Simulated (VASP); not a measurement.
## Al3GaN4: single point with PBEsol

Al3GaN4:

```
Al Ga N
1.0
     4.28335    0.00000    0.00000
     0.00000    4.28335    0.00000
     0.00000    0.00000    4.28335
Al Ga N
3 1 4
Direct
  0.50000 0.50000 0.00000
  0.50000 0.00000 0.50000
  0.00000 0.50000 0.50000
  0.00000 0.00000 0.00000
  0.74457 0.74457 0.25543
  0.74457 0.25543 0.74457
  0.25543 0.74457 0.74457
  0.25543 0.25543 0.25543
```

| Item | Value |
| --- | --- |
| Program | VASP 6.6.1 |
| Task | single point |
| Functional | PBEsol |
| Potentials or basis | VASP PAW PBE potentials, release 64 (Al, Ga_d, N) |
| Cutoff | 520 eV |
| k mesh | 6 × 6 × 6 |
| Occupations | gaussian, width 0.02 eV |
| Spin | no spin polarisation |
| Dipole correction | no |
| Further INCAR settings | ALGO = Normal; EDIFF = 1e-07; NBANDS = 31 |

| Item | Value |
| --- | --- |
| Pressure | 20.1 GPa |
| Largest force | 0.021 eV/Å |
| Band gap on the k mesh | 3.37 eV (least direct gap 3.38 eV) |

Forces in eV/Å, atoms in the order of the input:
```
Al   0.000  0.000  0.000
Al   0.000  0.000  0.000
Al   0.000  0.000  0.000
Ga   0.000  0.000  0.000
N    0.012  0.012 -0.012
N    0.012 -0.012  0.012
N   -0.012  0.012  0.012
N   -0.012 -0.012 -0.012
```

Levels at points of the mesh, in eV from the valence-band top:
```
           k point  band 17  band 18  band 19  band 20  band 21  band 22  band 23  band 24  band 25  band 26
(0.00, 0.00, 0.00)    -2.12    -2.12    -0.01    -0.01    -0.01     3.37     3.37     3.37     4.14     7.44
(0.50, 0.00, 0.00)    -2.67    -1.32    -1.32    -0.99    -0.99     5.93     6.00     6.25     6.25     9.25
(0.50, 0.50, 0.00)    -2.71    -0.89    -0.56    -0.56    -0.56     7.80     7.80     7.92     8.05     8.49
(0.50, 0.50, 0.50)    -0.61    -0.61    -0.38    -0.38    -0.38     6.21     7.63     7.63     7.63     9.86
```

It took 61 s on 1 thread of Intel Xeon 8259CL (shared host), peak memory 0.2 GiB.

Caveat: the cell stands under pressure; the PAW data sets were made with another functional, which shifts forces and pressure a little. A k mesh can miss the band edges.
